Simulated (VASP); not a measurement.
# Sn2Sb3Te (P4mm) in VASP: single point with PBE

Aim: the single point of Sn2Sb3Te with PBE.

Everything below comes from runs of VASP 6.6.1. Logs are shortened: lines on timing, memory, paths and dates and some standing lists are left out, and cuts for length are marked.

### Step 1. The cell of the first run

It takes space group P4mm (No. 99, tetragonal). The conventional cell has a = 4.492 Å, b = 4.492 Å, c = 8.802 Å, α = 90.00°, β = 90.00°, γ = 90.00°. Within 4.2 Å of Sn (site symmetry 2mm) lie 4 Sn at 3.18 Å and 6 Sb at 3.49 to 3.74 Å and 2 Te at 3.70 Å. Sb (site symmetry 4mm) has 4 Sb at 3.18 Å and 1 Te at 3.19 Å and 4 Sn at 3.49 Å within 4.2 Å. Sb (site symmetry 4mm) has 5 Sb at 2.97 to 3.18 Å and 4 Sn at 3.62 Å within 3.9 Å. Within 3.9 Å of Sb (site symmetry 4mm) lie 1 Sb at 2.97 Å and 4 Te at 3.18 Å and 4 Sn at 3.74 Å. Within 4.2 Å of Te (site symmetry 4mm) lie 5 Sb at 3.18 to 3.19 Å and 4 Sn at 3.70 Å.

The cell was generated, and may not be a known phase.

### Step 2. Single point, PBE

Input file INCAR:

```
SYSTEM = Sn2Sb3Te
ALGO = Normal ; EDIFF = 1E-6
ENCUT = 520 ; GGA = PE
ISIF = 2 ; ISMEAR = 0
LASPH = .True. ; LCHARG = .False.
LREAL = .False. ; LWAVE = .False.
NBANDS = 34 ; NELM = 100
PREC = Accurate ; SIGMA = 0.2
```

Input file KPOINTS:

```
k-points
0
Gamma
  4 4 2
  0 0 0
```

Input file POSCAR:

```
Sn2Sb3Te
1.0
    4.4921944504      0.0000000000      0.0000000000
    0.0000000000      4.4921944504      0.0000000000
    0.0000000000      0.0000000000      8.8022839639
Sn Sb Te
2 3 1
Direct
    0.5000000000      0.0000000000      0.5872366327
    0.0000000000      0.5000000000      0.5872366327
    0.5000000000      0.5000000000      0.2837022351
    0.0000000000      0.0000000000      0.2649583409
    0.0000000000      0.0000000000      0.9271385182
    0.5000000000      0.5000000000      0.9207550603
```

Potentials or basis: VASP PAW PBE potentials, release 64 (Sn_d, Sb, Te).

The run is started by

```console
cat potpaw_PBE.64/Sn_d/POTCAR potpaw_PBE.64/Sb/POTCAR potpaw_PBE.64/Te/POTCAR > POTCAR
mpirun -np 1 vasp_std > vasp.out
```

OUTCAR:

```text
SYSTEM = Sn2Sb3Te
   EDIFF = 1E-6
   ENCUT = 520
   GGA = PE
   ISIF = 2
   ISMEAR = 0
   LASPH = .True.
   LREAL = .False.
   NELM = 100
   PREC = Accurate

 ion  position               nearest neighbor table
   1  0.500  0.000  0.587-   2 3.18   2 3.18   2 3.18   2 3.18   3 3.49   3 3.49   4 3.62   4 3.62
                             6 3.70   6 3.70   5 3.74   5 3.74
   2  0.000  0.500  0.587-   1 3.18   1 3.18   1 3.18   1 3.18   3 3.49   3 3.49   4 3.62   4 3.62
                             6 3.70   6 3.70   5 3.74   5 3.74
   3  0.500  0.500  0.284-   4 3.18   4 3.18   4 3.18   4 3.18   6 3.19   1 3.49   2 3.49   2 3.49
                             1 3.49
   4  0.000  0.000  0.265-   5 2.97   3 3.18   3 3.18   3 3.18   3 3.18   1 3.62   1 3.62   2 3.62
                             2 3.62
   5  0.000  0.000  0.927-   4 2.97   6 3.18   6 3.18   6 3.18   6 3.18   1 3.74   1 3.74   2 3.74
                             2 3.74
   6  0.500  0.500  0.921-   5 3.18   5 3.18   5 3.18   5 3.18   3 3.19   1 3.70   2 3.70   2 3.70
                             1 3.70

  LATTYP: Found a simple tetragonal cell.
 ALAT       =     4.4921944504
 C/A-ratio  =     1.9594619202

  Lattice vectors:

 A1 = (   4.4921944504,   0.0000000000,   0.0000000000)
 A2 = (   0.0000000000,   4.4921944504,   0.0000000000)
 A3 = (   0.0000000000,   0.0000000000,   8.8022839639)

Analysis of symmetry for initial positions (statically):
=====================================================================
 Subroutine PRICEL returns:
 Original cell was already a primitive cell.

 Routine SETGRP: Setting up the symmetry group for a
 simple tetragonal supercell.

 Subroutine GETGRP returns: Found  8 space group operations
 (whereof  8 operations were pure point group operations)
 out of a pool of 16 trial point group operations.

The static configuration has the point symmetry C_4v.

Analysis of symmetry for dynamics (positions and initial velocities):
=====================================================================
 Subroutine PRICEL returns:
 Original cell was already a primitive cell.

 Routine SETGRP: Setting up the symmetry group for a
 simple tetragonal supercell.

 Subroutine GETGRP returns: Found  8 space group operations
 (whereof  8 operations were pure point group operations)
 out of a pool of 16 trial point group operations.

The dynamic configuration has the point symmetry C_4v.

 Subroutine INISYM returns: Found  8 space group operations
 (whereof  8 operations are pure point group operations),
 and found     1 'primitive' translations

[... 95 lines left out ...]
   ISIF   =      2    stress and relaxation
   ISYM   =      2    0-nonsym 1-usesym 2-fastsym
   POTIM  = 0.5000    time-step for ionic-motion
   TEBEG  =    0.0;   TEEND  =   0.0 temperature during run
   PSTRESS=    0.0 pullay stress
   NELECT =      49.0000    total number of electrons
   NUPDOWN=      -1.0000    fix difference up-down
   EMIN   =  10.00;   EMAX   =-10.00  energy-range for DOS
   EFERMI =   0.00;   METHOD = LEGACY
   ISMEAR =     0;   SIGMA  =   0.20  broadening in eV -4-tet -1-fermi 0-gaus
   EFERMI_NEDOS =   21; number of points for ismear=-14 and -15
   IALGO  =     38    algorithm
   IMIX   =      4    mixing-type and parameters
     AMIX     =   0.40;   BMIX     =  1.00
     AMIX_MAG =   1.60;   BMIX_MAG =  1.00
  volume/ion in A,a.u.               =      29.60       199.78
  Fermi-wavevector in a.u.,A,eV,Ry     =   1.065703  2.013886 15.452437  1.135722
  Thomas-Fermi vector in A             =   2.201263
   LORBIT       =      0    0 simple, 1 ext, 2 COOP (PROOUT), +10 PAW based schemes
   GGA     = PE    functional components
   LHFCALC =     F    Hartree Fock is set to
   AEXX    =    0.0000 exact exchange contribution
   IVDW    =     0    specifies the selected vdW correction
   LEPSILON=     F    determine dielectric tensor
   LRPA    =     F    only Hartree local field effects (RPA)
 non-spin polarized calculation
 Gauss-broadening in eV      SIGMA  =   0.20
  energy-cutoff  :      520.00
  volume of cell :      177.63
 maximum number of plane-waves:      4824
 NGX is ok and might be reduce to    36
   NGX = 17   NGY = 17   NGZ = 33

 number of electron      49.0000005 magnetization

 Free energy of the ion-electron system (eV)
  ---------------------------------------------------
  ext. energy  EPLUGINS =         0.00000000
  ---------------------------------------------------
  free energy    TOTEN  =       -22.76733656 eV

  energy without entropy =      -22.70331010  energy(sigma->0) =      -22.73532333

 E-fermi :   7.2572     XC(G=0):  -9.8005

 val. band max:        7.2472925009   @ k =   0.5000   0.2500   0.0000
 cond. band min:       7.2598515384   @ k =   0.2500   0.2500   0.0000
 fundamental gap:      0.0125590375
 Fermi energy:         7.2572341106

 k-point     1 :       0.0000    0.0000    0.0000
  band No.  band energies     occupation
      1     -14.3630      2.00000
      2     -14.3599      2.00000
      3     -14.2912      2.00000
      4     -14.2912      2.00000
      5     -14.2542      2.00000
      6     -14.2263      2.00000
[... 433 lines left out ...]
     33      13.4999      0.00000
     34      13.4999      0.00000

------------------------ aborting loop because EDIFF is reached ----------------------------------------

  FORCE on cell =-STRESS in cart. coord.  units (eV):
  Direction    XX          YY          ZZ          XY          YZ          ZX
  --------------------------------------------------------------------------------------
  -------------------------------------------------------------------------------------
  Total       -0.1183427     -0.1183427     -0.0975551      0.0000000      0.0000000      0.0000000
  in kB       -1.0674302     -1.0674302     -0.8799299      0.0000000      0.0000000      0.0000000
  external PRESSURE =      -1.0049301 kB  Pullay stress =       0.0000000 kB

 VOLUME and BASIS-vectors are now :
 -----------------------------------------------------------------------------
  energy-cutoff  :      520.00
  volume of cell :      177.63
      direct lattice vectors                 reciprocal lattice vectors
     4.492194450  0.000000000  0.000000000     0.222608351  0.000000000  0.000000000
     0.000000000  4.492194450  0.000000000     0.000000000  0.222608351  0.000000000
     0.000000000  0.000000000  8.802283964     0.000000000  0.000000000  0.113606878

 POSITION                                       TOTAL-FORCE (eV/Angst)
 -----------------------------------------------------------------------------------
      2.24610      0.00000      5.16902         0.000000     -0.000000     -0.000699
      0.00000      2.24610      5.16902         0.000000     -0.000000     -0.000699
      2.24610      2.24610      2.49723         0.000000     -0.000000      0.015250
      0.00000      0.00000      2.33224         0.000000     -0.000000      0.018560
      0.00000      0.00000      8.16094         0.000000     -0.000000     -0.028080
      2.24610      2.24610      8.10475         0.000000      0.000000     -0.004333
 -----------------------------------------------------------------------------------
    total drift:                                0.000000      0.000000     -0.000634

  FREE ENERGIE OF THE ION-ELECTRON SYSTEM (eV)
  ---------------------------------------------------
  free  energy   TOTEN  =       -22.7673365564 eV

  energy  without entropy=      -22.7033101049  energy(sigma->0) =      -22.73532333
```

OSZICAR:

```text
N       E                     dE             d eps       ncg     rms          rms(c)
DAV:   1     0.412348817779E+03    0.41235E+03   -0.20420E+04   816   0.152E+03
DAV:   2     0.308395605396E+02   -0.38151E+03   -0.36787E+03   848   0.405E+02
DAV:   3    -0.201181092904E+02   -0.50958E+02   -0.48391E+02  1006   0.138E+02
DAV:   4    -0.227700248262E+02   -0.26519E+01   -0.25706E+01   982   0.329E+01
DAV:   5    -0.228553638525E+02   -0.85339E-01   -0.85198E-01  1114   0.637E+00    0.691E+00
DAV:   6    -0.227798962160E+02    0.75468E-01   -0.10758E-01   948   0.221E+00    0.453E+00
DAV:   7    -0.227666834385E+02    0.13213E-01   -0.76912E-02   934   0.202E+00    0.884E-01
DAV:   8    -0.227674929287E+02   -0.80949E-03   -0.94900E-03   966   0.693E-01    0.234E-01
DAV:   9    -0.227673295784E+02    0.16335E-03   -0.15724E-03  1022   0.359E-01    0.115E-01
DAV:  10    -0.227673517448E+02   -0.22166E-04   -0.11188E-04   928   0.614E-02    0.269E-02
DAV:  11    -0.227673374475E+02    0.14297E-04   -0.37922E-05   988   0.532E-02    0.141E-02
DAV:  12    -0.227673364417E+02    0.10057E-05   -0.35058E-06   766   0.115E-02    0.378E-03
DAV:  13    -0.227673365564E+02   -0.11466E-06   -0.25806E-07   440   0.380E-03
   1 F= -.22767337E+02 E0= -.22735323E+02  d E =-.640265E-01
```

Wall time 59 s (1 thread of Oxide Virtual Turin-like, shared host); peak memory 0.29 GiB.

What came out:

- Free energy: -22.7673 eV
- Pressure: -0.1 GPa
- Largest force: 0.028 eV/Å
- Band gap on the k mesh: zero (an odd number of electrons rules out a gap without spin polarisation)

Forces in eV/Å, atoms in the order of the input:
```
Sn   0.000  0.000 -0.001
Sn   0.000  0.000 -0.001
Sb   0.000  0.000  0.015
Sb   0.000  0.000  0.019
Sb   0.000  0.000 -0.028
Te   0.000  0.000 -0.004
```

Caveat: spin-orbit coupling is left out, which moves the levels of the heavy elements; an odd number of electrons without spin polarisation forces a metal; a magnetic or distorted state may lie lower.
